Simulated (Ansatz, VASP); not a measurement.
## W in VASP and in Ansatz

```xyz
1
Lattice="-1.5915 1.5915 1.5915 1.5915 -1.5915 1.5915 1.5915 1.5915 -1.5915" Properties=species:S:1:pos:R:3 pbc="T T T"
W     0.0000    0.0000    0.0000
```

Alike in both runs: functional PBE; k mesh 13 × 13 × 13; no spin polarisation.

Ansatz relaxed the structure, and its values are those at the end. VASP's run is a single point on that final structure, the one shown.

|  | VASP | Ansatz |
| --- | --- | --- |
| version | VASP 6.6.1 | Ansatz 0.2.0 |
| potentials or method | VASP PAW PBE potentials, release 64 (W_sv), cutoff 500 eV | plane waves, PAW |
| occupations | fermi-dirac, width 0.1 eV | fermi-dirac |
| valence electrons in the cell | 14 | 14 |

Ansatz gave:

- gap on the k mesh at the Fermi level (eV): none
- pressure (GPa): 0.0

Problem. What did VASP give for the same quantities?

Solution. gap on the k mesh at the Fermi level (eV): none; pressure (GPa): 0.5.

A gap of «none» marks a metal or a gap that the smearing closes.

Spin-orbit coupling is off throughout.
